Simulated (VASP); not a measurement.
# KCl (I4/mmm) in VASP: notebook

The runs below take KCl through single point, with LDA.

Everything below comes from runs of VASP 6.6.1. Logs are shortened: lines on timing, memory, paths and dates and some standing lists are left out, and cuts for length are marked.

## 1. The cell of the first run

The structure is tetragonal, space group I4/mmm (No. 139). The conventional cell has a = 5.010 Å, b = 5.010 Å, c = 5.009 Å, α = 90.00°, β = 90.00°, γ = 90.00°. K (site symmetry 4/mmm) has 2 Cl at 2.50 Å within 3.3 Å. Cl (site symmetry 4/mmm) has 2 K at 2.50 Å within 3.3 Å.

## 2. Single point, LDA

The input, INCAR:

```
SYSTEM = KCl
PREC     = Accurate       ! precision mode
ENCUT    = 520            ! plane-wave cutoff, eV
EDIFF    = 1E-6           ! SCF threshold, eV
ISMEAR   = 0              ! smearing method
SIGMA    = 0.05           ! smearing width, eV
LREAL    = .False.        ! projectors in reciprocal space
LASPH    = .True.         ! aspherical terms in the spheres
NELM     = 60             ! most SCF steps
ALGO     = Normal         ! electronic algorithm
ISIF     = 2              ! what is computed and relaxed
LWAVE    = .False.        ! write WAVECAR
LCHARG   = .False.        ! write CHGCAR
NBANDS   = 15             ! bands
```

The input, KPOINTS:

```
regular mesh
0
Gamma
  8 8 8
  0 0 0
```

The input, POSCAR:

```
KCl
1.0
    0.0000000000      3.5427808131      2.5047460348
    3.5427808131      0.0000000000      2.5047460348
    3.5427808131      3.5427808131      0.0000000000
K Cl
1 1
Direct
    0.0000000000      0.0000000000      0.0000000000
    0.5000000000      0.5000000000      0.5000000000
```

Potentials or basis: VASP PAW LDA potentials, release 64 (K_sv, Cl).

On the command line:

```
$ cat potpaw_LDA.64/K_sv/POTCAR potpaw_LDA.64/Cl/POTCAR > POTCAR
$ mpirun -np 1 vasp_std > vasp.out
```

OUTCAR:

```text
SYSTEM = KCl
   PREC = Accurate
   ENCUT = 520
   EDIFF = 1E-6
   ISMEAR = 0
   LREAL = .False.
   LASPH = .True.
   NELM = 60
   ISIF = 2

 ion  position               nearest neighbor table
   1  0.000  0.000  0.000-   2 2.50   2 2.50
   2  0.500  0.500  0.500-   1 2.50   1 2.50

  LATTYP: Found a body centered tetragonal cell.
 ALAT       =     5.0102486744
 C/A-ratio  =     0.9998489886

  Lattice vectors:

 A1 = (   0.0000000000,  -3.5427808131,  -2.5047460348)
 A2 = (   0.0000000000,   3.5427808131,  -2.5047460348)
 A3 = (   3.5427808131,   0.0000000000,   2.5047460348)

Analysis of symmetry for initial positions (statically):
=====================================================================
 Subroutine PRICEL returns:
 Original cell was already a primitive cell.

 Routine SETGRP: Setting up the symmetry group for a
 body centered tetragonal supercell.

 Subroutine GETGRP returns: Found 16 space group operations
 (whereof 16 operations were pure point group operations)
 out of a pool of 16 trial point group operations.

The static configuration has the point symmetry D_4h.

Analysis of symmetry for dynamics (positions and initial velocities):
=====================================================================
 Subroutine PRICEL returns:
 Original cell was already a primitive cell.

 Routine SETGRP: Setting up the symmetry group for a
 body centered tetragonal supercell.

 Subroutine GETGRP returns: Found 16 space group operations
 (whereof 16 operations were pure point group operations)
 out of a pool of 16 trial point group operations.

The dynamic configuration has the point symmetry D_4h.

 Subroutine INISYM returns: Found 16 space group operations
 (whereof 16 operations are pure point group operations),
 and found     1 'primitive' translations

----------------------------------------------------------------------------------------

                                     Primitive cell

  volume of cell :      62.8756

  direct lattice vectors                    reciprocal lattice vectors
     0.000000000  3.542780813  2.504746035    -0.141132073  0.141132073  0.199621037
     3.542780813  0.000000000  2.504746035     0.141132073 -0.141132073  0.199621037
     3.542780813  3.542780813  0.000000000     0.141132073  0.141132073 -0.199621037

  length of vectors
     4.338784229  4.338784229  5.010248674     0.282285462  0.282285462  0.282285462

  position of ions in fractional coordinates (direct lattice)
     0.000000000  0.000000000  0.000000000
     0.500000000  0.500000000  0.500000000

  ion indices of the primitive-cell ions
   primitive index   ion index
                 1           1
                 2           2

----------------------------------------------------------------------------------------

 KPOINTS: regular mesh

Automatic generation of k-mesh.
 Grid dimensions read from file:
 generate k-points for:    8    8    8

 Generating k-lattice:

  Cartesian coordinates                     Fractional coordinates (reciprocal lattice)
    -0.017641509  0.017641509  0.024952630     0.125000000 -0.000000000  0.000000000
     0.017641509 -0.017641509  0.024952630    -0.000000000  0.125000000  0.000000000
     0.017641509  0.017641509 -0.024952630     0.000000000  0.000000000  0.125000000

  Length of vectors
     0.035285683  0.035285683  0.035285683

  Shift w.r.t. Gamma in fractional coordinates (k-lattice)
     0.000000000  0.000000000  0.000000000

 Subroutine IBZKPT returns following result:
 ===========================================

 Found     59 irreducible k-points:

 Following reciprocal coordinates:
            Coordinates               Weight
  0.000000  0.000000  0.000000      1.000000
  0.125000  0.000000  0.000000      8.000000
  0.250000  0.000000  0.000000      8.000000
  0.375000  0.000000  0.000000      8.000000
  0.500000  0.000000  0.000000      4.000000
  0.125000  0.125000  0.000000      2.000000
[... 16 lines left out ...]
  0.250000  0.000000  0.125000     16.000000
  0.375000 -0.000000  0.125000     16.000000
 [... further k-points ...]
   k-points           NKPTS =     59   k-points in BZ     NKDIM =     59   number of bands    NBANDS=     15
   number of dos      NEDOS =    301   number of ions     NIONS =      2
   total plane-waves  NPLWV =  40960
   dimension x,y,z NGX =    32 NGY =   32 NGZ =   40
   dimension x,y,z NGXF=    64 NGYF=   64 NGZF=   80
   ions per type =               1   1
   NGX,Y,Z   is equivalent  to a cutoff of  12.26, 12.26, 13.27 a.u.
   NGXF,Y,Z  is equivalent  to a cutoff of  24.52, 24.52, 26.54 a.u.
 SYSTEM =  KCl
   PREC   = accura    normal or accurate (medium, high low for compatibility)
   ISTART =      0    job   : 0-new  1-cont  2-samecut
   ICHARG =      2    charge: 1-file 2-atom 10-const
   ISPIN  =      1    spin polarized calculation?
   LNONCOLLINEAR =      F non collinear calculations
   LSORBIT =      F    spin-orbit coupling
   LASPH  =      T    aspherical Exc in radial PAW
   ENCUT  =  520.0 eV  38.22 Ry    6.18 a.u.   8.07  8.07  9.32*2*pi/ulx,y,z
   NELM   =     60;   NELMIN=  2; NELMDL= -5     # of ELM steps
   EDIFF  = 0.1E-05   stopping-criterion for ELM
   LREAL  =      F    real-space projection
   EDIFFG = 0.1E-04   stopping-criterion for IOM
   NSW    =      0    number of steps for IOM
   IBRION =     -1    ionic relax: 0-MD 1-quasi-New 2-CG
   NFREE  =      0    steps in history (QN), initial steepest desc. (CG)
   ISIF   =      2    stress and relaxation
   ISYM   =      2    0-nonsym 1-usesym 2-fastsym
   POTIM  = 0.5000    time-step for ionic-motion
   TEBEG  =    0.0;   TEEND  =   0.0 temperature during run
   PSTRESS=    0.0 pullay stress
   NELECT =      16.0000    total number of electrons
   NUPDOWN=      -1.0000    fix difference up-down
   EMIN   =  10.00;   EMAX   =-10.00  energy-range for DOS
   EFERMI =   0.00;   METHOD = LEGACY
   ISMEAR =     0;   SIGMA  =   0.05  broadening in eV -4-tet -1-fermi 0-gaus
   EFERMI_NEDOS =   21; number of points for ismear=-14 and -15
   IALGO  =     38    algorithm
   IMIX   =      4    mixing-type and parameters
     AMIX     =   0.40;   BMIX     =  1.00
     AMIX_MAG =   1.60;   BMIX_MAG =  1.00
  volume/ion in A,a.u.               =      31.44       212.15
  Fermi-wavevector in a.u.,A,eV,Ry     =   1.037419  1.960437 14.643101  1.076238
  Thomas-Fermi vector in A             =   2.171856
   LORBIT       =      0    0 simple, 1 ext, 2 COOP (PROOUT), +10 PAW based schemes
   GGA     = CA    functional components
   LHFCALC =     F    Hartree Fock is set to
   AEXX    =    0.0000 exact exchange contribution
   IVDW    =     0    specifies the selected vdW correction
   LEPSILON=     F    determine dielectric tensor
   LRPA    =     F    only Hartree local field effects (RPA)
 non-spin polarized calculation
 Gauss-broadening in eV      SIGMA  =   0.05
  energy-cutoff  :      520.00
  volume of cell :       62.88
 maximum number of plane-waves:      1724
   NGX = 17   NGY = 17   NGZ = 19

 number of electron      15.9999999 magnetization

 Free energy of the ion-electron system (eV)
  ---------------------------------------------------
  ext. energy  EPLUGINS =         0.00000000
  ---------------------------------------------------
  free energy    TOTEN  =        -6.42095701 eV

  energy without entropy =       -6.42095701  energy(sigma->0) =       -6.42095701

 E-fermi :  -0.9737     XC(G=0):  -7.9006

 val. band max:       -1.2987245121   @ k =   0.0000   0.0000   0.0000
 cond. band min:       2.1978743260   @ k =   0.0000   0.0000   0.0000
 fundamental gap:      3.4965988381
 Fermi energy:        -0.9736983620

 k-point     1 :       0.0000    0.0000    0.0000
  band No.  band energies     occupation
      1     -28.6678      2.00000
      2     -14.2484      2.00000
      3     -12.8105      2.00000
      4     -12.3767      2.00000
      5     -12.3767      2.00000
      6      -2.2242      2.00000
      7      -2.2242      2.00000
      8      -1.2987      2.00000
      9       2.1979      0.00000
     10       5.6000      0.00000
     11       5.6000      0.00000
     12       5.9139      0.00000
     13       7.8316      0.00000
     14       8.9485      0.00000
     15      11.0991      0.00000

 k-point     2 :       0.1250    0.0000    0.0000
  band No.  band energies     occupation
      1     -28.6649      2.00000
      2     -14.4478      2.00000
      3     -12.5386      2.00000
      4     -12.3839      2.00000
      5     -12.3763      2.00000
      6      -2.3542      2.00000
      7      -2.2951      2.00000
      8      -1.5855      2.00000
      9       2.5266      0.00000
     10       5.7633      0.00000
     11       5.8619      0.00000
     12       6.1194      0.00000
     13       7.5785      0.00000
     14       9.3931      0.00000
     15      11.1780      0.00000

 k-point     3 :       0.2500    0.0000    0.0000
  band No.  band energies     occupation
      1     -28.6579      2.00000
      2     -14.7811      2.00000
      3     -12.4109      2.00000
      4     -12.4013      2.00000
      5     -11.9809      2.00000
      6      -2.6887      2.00000
      7      -2.4558      2.00000
      8      -2.1656      2.00000
      9       3.3420      0.00000
     10       6.0195      0.00000
     11       6.4843      0.00000
     12       6.7777      0.00000
     13       7.4928      0.00000
     14      10.0619      0.00000
     15      10.6057      0.00000

 k-point     4 :       0.3750    0.0000    0.0000
  band No.  band energies     occupation
      1     -28.6510      2.00000
      2     -15.0244      2.00000
      3     -12.4264      2.00000
      4     -12.4186      2.00000
      5     -11.5085      2.00000
      6      -3.1299      2.00000
      7      -2.6037      2.00000
      8      -2.5633      2.00000
      9       4.3361      0.00000
     10       5.9662      0.00000
     11       7.2757      0.00000
     12       7.6818      0.00000
     13       8.0227      0.00000
     14       9.3053      0.00000
     15      10.3276      0.00000
[... 307 lines left out ...]
 k-point    22 :       0.1250    0.0000    0.1250
  band No.  band energies     occupation
      1     -28.6658      2.00000
      2     -14.2455      2.00000
      3     -12.8195      2.00000
      4     -12.3897      2.00000
      5     -12.3764      2.00000
      6      -2.4141      2.00000
      7      -2.2313      2.00000
      8      -1.3221      2.00000
      9       2.6240      0.00000
     10       5.4069      0.00000
     11       5.8959      0.00000
     12       6.1509      0.00000
     13       8.0355      0.00000
     14       8.9869      0.00000
     15      11.2738      0.00000

 k-point    23 :       0.2500    0.0000    0.1250
  band No.  band energies     occupation
      1     -28.6615      2.00000
      2     -14.4428      2.00000
      3     -12.5638      2.00000
      4     -12.3978      2.00000
      5     -12.3759      2.00000
      6      -2.6209      2.00000
      7      -2.3205      2.00000
      8      -1.6120      2.00000
      9       3.2451      0.00000
     10       5.4530      0.00000
     11       6.3429      0.00000
     12       6.5812      0.00000
     13       8.0439      0.00000
     14       9.4584      0.00000
     15      10.2007      0.00000

 k-point    24 :       0.3750   -0.0000    0.1250
  band No.  band energies     occupation
      1     -28.6546      2.00000
      2     -14.7762      2.00000
      3     -12.4474      2.00000
      4     -12.4047      2.00000
      5     -11.9816      2.00000
      6      -2.8696      2.00000
      7      -2.5092      2.00000
      8      -2.1884      2.00000
      9       4.1483      0.00000
     10       5.7933      0.00000
     11       6.9114      0.00000
     12       7.2933      0.00000
     13       8.1263      0.00000
     14       9.1899      0.00000
     15      10.3715      0.00000

 [... further k-points ...]
[... 5 lines left out ...]
  --------------------------------------------------------------------------------------
  -------------------------------------------------------------------------------------
  Total       -1.1027872     -1.1027872     10.5751222      0.0000000     -0.0000000     -0.0000000
  in kB      -28.1008864    -28.1008864    269.4720429      0.0000000     -0.0000000     -0.0000000
  external PRESSURE =      71.0900900 kB  Pullay stress =       0.0000000 kB

 VOLUME and BASIS-vectors are now :
 -----------------------------------------------------------------------------
  energy-cutoff  :      520.00
  volume of cell :       62.88
      direct lattice vectors                 reciprocal lattice vectors
     0.000000000  3.542780813  2.504746035    -0.141132073  0.141132073  0.199621037
     3.542780813  0.000000000  2.504746035     0.141132073 -0.141132073  0.199621037
     3.542780813  3.542780813  0.000000000     0.141132073  0.141132073 -0.199621037

 POSITION                                       TOTAL-FORCE (eV/Angst)
 -----------------------------------------------------------------------------------
      0.00000      0.00000      0.00000         0.000000      0.000000      0.000000
      3.54278      3.54278      2.50475        -0.000000     -0.000000      0.000000
 -----------------------------------------------------------------------------------
    total drift:                                0.000000     -0.000000      0.000000

  FREE ENERGIE OF THE ION-ELECTRON SYSTEM (eV)
  ---------------------------------------------------
  free  energy   TOTEN  =        -6.4209570073 eV

  energy  without entropy=       -6.4209570073  energy(sigma->0) =       -6.42095701
```

Run time: 22 s. Hardware: 1 thread of Intel Xeon Platinum 8488C (Sapphire Rapids), shared host; peak memory 0.19 GiB.

What came out:

* Free energy: -6.4210 eV
* Pressure: 7.1 GPa
* Band gap on the k mesh: 3.50 eV, direct

Stress tensor (GPa, compression positive):
```
-2.81  0.00  0.00
 0.00 -2.81  0.00
 0.00  0.00 26.95
```

 A k mesh can miss the band edges.

## 3. Single point, LDA

This run uses another cell than the first one, of the same volume but with other edges.

INCAR: that of step 2 with these lines changed.

```diff
@@ -8,3 +8,3 @@
 LASPH    = .True.         ! aspherical terms in the spheres
-NELM     = 60             ! most SCF steps
+NELM     = 80             ! most SCF steps
 ALGO     = Normal         ! electronic algorithm
@@ -12,3 +12,6 @@
 LWAVE    = .False.        ! write WAVECAR
-LCHARG   = .False.        ! write CHGCAR
+LCHARG   = .True.         ! write CHGCAR
+GGA      = CA             ! functional
+LELF     = .True.         ! ELF
+LVHAR    = .True.       
 NBANDS   = 15             ! bands
```

KPOINTS is that of step 2.

The input, POSCAR:

```
KCl
1.0
    0.0000000000      2.8119069948      3.9760364906
    2.8119069948      0.0000000000      3.9760364906
    2.8119069948      2.8119069948      0.0000000000
K Cl
1 1
Direct
    0.0000000000      0.0000000000      0.0000000000
    0.5000000000      0.5000000000      0.5000000000
```

Potentials or basis: VASP PAW LDA potentials, release 64 (K_sv, Cl).

On the command line:

```
$ cat potpaw_LDA.64/K_sv/POTCAR potpaw_LDA.64/Cl/POTCAR > POTCAR
$ mpirun -np 1 vasp_std > vasp.out
```

Wall time 25 s (1 thread of Intel Xeon Platinum 8488C (Sapphire Rapids), shared host); peak memory 0.19 GiB.

Results (log left out):

```yaml
Free_energy: -7.0214 eV
Pressure: 3.2 GPa
Band_gap_on_the_k_mesh: 4.34 eV, direct
```

Stress tensor (GPa, compression positive):
```
 5.82  0.00  0.00
 0.00  5.82  0.00
 0.00  0.00 -2.16
```

Levels at points of the mesh, in eV from the valence-band top:
```tsv
k point	band 5	band 6	band 7	band 8	band 9	band 10	band 11	band 12
(0.00, 0.00, 0.00)	-10.49	-0.35	0.00	0.00	4.34	6.77	8.96	8.96
(0.50, 0.00, 0.00)	-9.84	-1.47	-0.64	-0.62	6.90	7.66	10.48	10.52
(0.50, 0.50, 0.00)	-10.50	-0.99	-0.06	-0.06	6.23	7.83	8.24	9.71
(0.50, 0.00, 0.50)	-10.51	-0.57	-0.42	-0.40	6.16	8.09	9.15	9.92
```

 A k mesh can miss the band edges.

## 4. Single point, LDA

This run uses another cell than the first one, of the same volume but with other edges.

The input, INCAR:

```
  PREC = Accurate
  ENCUT = 520
  EDIFF = 1E-6
  ISMEAR = 0
  SIGMA = 0.05
  LREAL = F
  LASPH = T
  NELM = 80
  ALGO = Normal
  ISIF = 2
  LWAVE = F
  LCHARG = T
  GGA = CA
  LELF = T
  LVHAR = T
  NBANDS = 15
```

The input, KPOINTS:

```
Automatic mesh
0
Gamma
  8 8 8
```

The input, POSCAR:

```
KCl
1.0
    0.0000000000      3.3317912246      2.8320225409
    3.3317912246      0.0000000000      2.8320225409
    3.3317912246      3.3317912246      0.0000000000
K Cl
1 1
Direct
    0.0000000000      0.0000000000      0.0000000000
    0.5000000000      0.5000000000      0.5000000000
```

On the command line:

```
$ cat potpaw_LDA.64/K_sv/POTCAR potpaw_LDA.64/Cl/POTCAR > POTCAR
$ mpirun -np 1 vasp_std > vasp.out
```

Wall time 26 s (1 thread of Intel Xeon Platinum 8488C (Sapphire Rapids), shared host); peak memory 0.2 GiB.

Results (log left out):

```yaml
Free_energy: -7.2307 eV
Pressure: -0.4 GPa
Band_gap_on_the_k_mesh: 4.48 eV, direct
```

Stress tensor (GPa, compression positive):
```
-2.88  0.00  0.00
 0.00 -2.88  0.00
 0.00  0.00  4.49
```

Levels at points of the mesh, in eV from the valence-band top:
```tsv
k point	band 5	band 6	band 7	band 8	band 9	band 10	band 11	band 12
(0.00, 0.00, 0.00)	-10.63	-0.18	-0.18	0.00	4.48	7.67	7.67	8.43
(0.50, 0.00, 0.00)	-10.21	-1.30	-0.53	-0.52	6.98	7.98	10.05	10.29
(0.50, 0.50, 0.00)	-10.72	-0.54	-0.51	-0.51	5.85	8.11	10.04	10.24
(0.50, 0.00, 0.50)	-10.65	-0.92	-0.31	-0.21	6.19	7.61	9.06	10.04
```

[end of part 1 of 2]
